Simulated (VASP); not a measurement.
AlNi, 2 atoms in the cell. Symmetry: P4/mmm, No. 123, tetragonal system. The conventional cell has a = 3.041 Å, b = 3.041 Å, c = 2.585 Å, α = 90.00°, β = 90.00°, γ = 90.00°. Within 3.3 Å of Al (site symmetry 4/mmm) lie 8 Ni at 2.51 Å and 6 Al at 2.59 to 3.04 Å. Within 3.3 Å of Ni (site symmetry 4/mmm) lie 8 Al at 2.51 Å and 6 Ni at 2.59 to 3.04 Å.  This cell differs from its parent crystal: ratio of the length along z to the lengths across it x 0.85, volume and fractional coordinates fixed.

| Property | Result |
| --- | --- |
| Program | VASP 6.6.1 |
| Task | single point |
| Functional | PBE |
| Potentials or basis | VASP PAW PBE potentials, release 64 (Al, Ni) |
| Cutoff | 520 eV |
| k mesh | 18 × 18 × 18 |
| Occupations | gaussian, width 0.15 eV |
| Spin | no spin polarisation |
| Dipole correction | no |
| Further INCAR settings | ALGO = Fast; EDIFF = 1e-06; NBANDS = 14 |

Potentials or basis: VASP PAW PBE potentials, release 64 (Al, Ni).

Run with:

```bash
$ cat potpaw_PBE.64/Al/POTCAR potpaw_PBE.64/Ni/POTCAR > POTCAR
$ mpirun -np 1 vasp_std > vasp.out
```

Hardware: 1 thread of AMD EPYC 9R45 96-Core Processor (Zen 5), with other jobs on the host.

Problem. How long does it take, and how much memory?

Solution. Run time: 70 s on 1 thread of AMD EPYC 9R45 96-Core Processor (Zen 5), on a shared host, peak memory 0.26 GiB. Counts: scf iterations 15, k points 550.
